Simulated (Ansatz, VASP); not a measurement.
W in VASP and in Ansatz

File INCAR:

```
ALGO = Normal
EDIFF = 1E-6
EDIFFG = -0.01
ENCUT = 600
GGA = PS
IBRION = 2
ISIF = 3
ISMEAR = -1
LASPH = True
LCHARG = False
LREAL = False
LWAVE = False
NELM = 100
NSW = 80
PREC = Accurate
SIGMA = 0.1
```

The input KPOINTS:

```
k-points
0
Gamma
  14 14 14
```

The input POSCAR:

```
W
1.0
   -1.5823400000      1.5823400000      1.5823400000
    1.5823400000     -1.5823400000      1.5823400000
    1.5823400000      1.5823400000     -1.5823400000
W
1
Direct
    0.0000000000      0.0000000000      0.0000000000
```

Input for Ansatz:

```yaml
crystal:
  lattice:
    - [-1.58234, 1.58234, 1.58234]
    - [1.58234, -1.58234, 1.58234]
    - [1.58234, 1.58234, -1.58234]
  atoms:
    - { symbol: W, position: [0.0, 0.0, 0.0] }
hamiltonian:
  xc: pbesol
  pseudopotentials:
    kind: paw
    azcp:
      W: "pseudopotentials/W.paw.azcp"
basis:
  ecutwfc: 420
  fft_grid_basis: typed
kpoints:
  mp_grid: { grid: [14, 14, 14], shift: [0, 0, 0] }
magnetization:
  spin_polarized: false
scf:
  occupations: { method: fermi_dirac, width: 0.1 }
relax:
  max_steps: 60
  f_tol: 0.01
  cell: {}
```

Alike in both runs: task relaxation of cell and atoms; functional PBEsol; k mesh 14 × 14 × 14; occupations fermi-dirac, width 0.1 eV; no spin polarisation.

|  | VASP | Ansatz |
| --- | --- | --- |
| version | VASP 6.6.1 | Ansatz 0.2.0 |
| potentials or method | VASP PAW PBE potentials, release 64 (W_sv), cutoff 600 eV | plane waves (420 eV) with PAW, scalar-relativistic |
| valence electrons in the cell | 14 | 14 |

|  | VASP | Ansatz | Ansatz less VASP |
| --- | --- | --- | --- |
| relaxed volume (Å³/atom) | 15.73 | 15.70 | -0.036 |
| relaxed length of the cell vector where the two differ most in proportion (Å) | 2.734 | 2.732 | -0.0021 |

VASP's potentials were made for PBE, not for PBEsol, and Ansatz warns of the same on its side.

Neither program's run includes spin-orbit coupling.
